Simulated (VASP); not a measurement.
Write the native input for VASP 6.6.1 that does the following.

- Task: single point
- Functional: PBEsol
- Potentials or basis: VASP PAW PBE potentials, release 64 (Be)
- Cutoff: 520 eV
- k mesh: 15 × 15 × 15
- Occupations: gaussian, width 0.1 eV
- Spin: no spin polarisation
- Dipole correction: no
- Further INCAR settings: ALGO = Normal; EDIFF = 1e-06; NBANDS = 7

The structure of Be lies in POSCAR:

```
Be
1.0
   -1.2531209513      1.2531209513      1.2531209513
    1.2531209513     -1.2531209513      1.2531209513
    1.2531209513      1.2531209513     -1.2531209513
Be
1
Direct
    0.0000000000      0.0000000000      0.0000000000
```

These files were run (other wordings do the same):

INCAR

```
SYSTEM = Be
PREC     = Accurate       ! precision mode
ENCUT    = 520            ! plane-wave cutoff, eV
EDIFF    = 1E-6           ! SCF threshold, eV
ISMEAR   = 0              ! smearing method
SIGMA    = 0.1            ! smearing width, eV
LREAL    = .False.        ! projectors in reciprocal space
LASPH    = .True.         ! aspherical terms in the spheres
NELM     = 100            ! most SCF steps
ALGO     = Normal         ! electronic algorithm
ISIF     = 2              ! what is computed and relaxed
LWAVE    = .False.        ! write WAVECAR
LCHARG   = .False.        ! write CHGCAR
GGA      = PS             ! functional
NBANDS   = 7              ! bands
```

KPOINTS

```
regular mesh
0
Gamma
  15 15 15
  0 0 0
```

Potentials or basis: VASP PAW PBE potentials, release 64 (Be).

The run is started by

```bash
$ cat potpaw_PBE.64/Be/POTCAR > POTCAR
$ mpirun -np 1 vasp_std > vasp.out
```

It gave:

The pressure is -1.6 GPa and the band gap on the k mesh is zero (band 1 reaches 10.95 eV, above the bottom of band 2 at 6.54 eV).

Caveat: the PAW data sets were made with another functional, which shifts forces and pressure a little.

Wall time 2.1 s on 1 thread of Intel(R) Xeon(R) Platinum 8488C (Sapphire Rapids), with other jobs on the host, peak memory 0.11 GiB.
